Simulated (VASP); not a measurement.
K, 2 atoms in the cell. The structure is cubic, space group Fd-3m (No. 227). Conventional cell: a = 8.452 Å, b = 8.452 Å, c = 8.452 Å, α = 90.00°, β = 90.00°, γ = 90.00°. Within 4.8 Å of K (site symmetry -43m) lie 4 K at 3.66 Å. This isn't the form of K at room conditions, which is bcc.

| Item | Value |
| --- | --- |
| Program | VASP 6.6.1 |
| Task | single point |
| Functional | PBE |
| Potentials or basis | VASP PAW PBE potentials, release 64 (K_sv) |
| Cutoff | 520 eV |
| k mesh | 8 × 8 × 8 |
| Occupations | fermi-dirac, width 0.1 eV |
| Spin | no spin polarisation |
| Dipole correction | no |
| Further INCAR settings | ALGO = Normal; EDIFF = 1e-06; NBANDS = 16 |

Potentials or basis: VASP PAW PBE potentials, release 64 (K_sv).

Run with:

```console
$ cat potpaw_PBE.64/K_sv/POTCAR > POTCAR
$ mpirun -np 1 vasp_std > vasp.out
```

Hardware: 1 thread of Intel(R) Xeon(R) 6975P-C (Granite Rapids), with other jobs on the host.

How long does it take, and how much memory?

Run time: 73 s on 1 thread of Intel(R) Xeon(R) 6975P-C (Granite Rapids) (shared host), peak memory 0.31 GiB. Counts: scf iterations 11, k points 29.
